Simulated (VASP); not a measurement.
# Mo: single point with LDA

The system is Mo.

```
Mo
1.0
     0.00000    1.98477    2.04522
     1.98477    0.00000    2.04522
     1.98477    1.98477    0.00000
Mo
1
Direct
  0.00000 0.00000 0.00000
```

This cell differs from its parent crystal: strain -0.015 along x and y, +0.015 along z.

```json
{
  "Program": "VASP 6.6.1",
  "Task": "single point",
  "Functional": "LDA",
  "Potentials or basis": "VASP PAW LDA potentials, release 64 (Mo_sv)",
  "Cutoff": "520 eV",
  "k mesh": "20 × 20 × 20",
  "Occupations": "gaussian, width 0.15 eV",
  "Spin": "no spin polarisation"
}
```

```json
{"Pressure": "-12.3 GPa", "Band gap on the k mesh": "zero (band 7 reaches 15.47 eV, above the bottom of band 8 at 10.97 eV)"}
```

Stress tensor (GPa, compression positive):
```
-13.97   0.00   0.00
  0.00 -13.97   0.00
  0.00   0.00  -8.94
```

Levels at points of the mesh, in eV from the Fermi level:
| k point | band 3 | band 4 | band 5 | band 6 | band 7 | band 8 | band 9 | band 10 | band 11 | band 12 |
| --- | --- | --- | --- | --- | --- | --- | --- | --- | --- | --- |
| (0.00, 0.00, 0.00) | -33.90 | -33.90 | -6.72 | -0.96 | -0.60 | -0.60 | 1.65 | 2.16 | 13.12 | 17.64 |
| (0.50, 0.00, 0.00) | -34.11 | -34.04 | -4.59 | -1.11 | -0.72 | 1.58 | 3.88 | 4.09 | 10.99 | 12.79 |
| (0.50, 0.50, 0.00) | -34.32 | -34.32 | -4.92 | -4.21 | 3.62 | 3.96 | 4.56 | 4.56 | 12.68 | 12.68 |
| (0.50, 0.00, 0.50) | -34.43 | -34.37 | -4.95 | -4.27 | 3.90 | 4.21 | 4.40 | 4.79 | 12.00 | 12.48 |

Run time: 60 s on 1 thread of Intel Xeon 6975P-C, on a shared host, peak memory 0.23 GiB.

Caveat: the cell differs from its parent crystal (strain -0.015 along x and y, +0.015 along z).
